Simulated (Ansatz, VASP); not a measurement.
## NiO: VASP beside Ansatz

```
Ni O
1.0
     0.00000    2.08590    2.08590
     2.08590    0.00000    2.08590
     2.08590    2.08590    0.00000
Ni O
1 1
Direct
  0.00000 0.00000 0.00000
  0.50000 0.50000 0.50000
```

Alike in both runs: task relaxation of cell and atoms; functional BLYP; k mesh 11 × 11 × 11; occupations fermi-dirac, width 0.05 eV; collinear spin, ferromagnetic start.

```csv
,VASP,Ansatz
version,VASP 6.6.1,Ansatz 0.2.0
potentials or method,"VASP PAW PBE potentials, release 64 (Ni, O)",Ansatz PAW
plane-wave cutoff (eV),600,420
valence electrons in the cell,16,24
```

```tsv
	VASP	Ansatz	Ansatz less VASP
net moment per atom (μB)	0.91	0.93	+0.019
size of the moment on the site where the two differ most (μB)	0.29	0.32	+0.026
relaxed volume (Å³/atom)	9.77	9.80	+0.030
relaxed cell length with the largest relative difference (Å)	3.024	3.027	+0.0031
```

VASP's potentials were made for PBE, not for BLYP. Site moments also hang on the region over which each program counts them. VASP's potentials hold 16 valence electrons a cell and Ansatz's 24, so a difference there can come from the potentials and not from the codes.

Noted on Ansatz's run: the plane-wave basis is chosen anew once the cell has moved, so the energies of steps on either side of that aren't comparable.
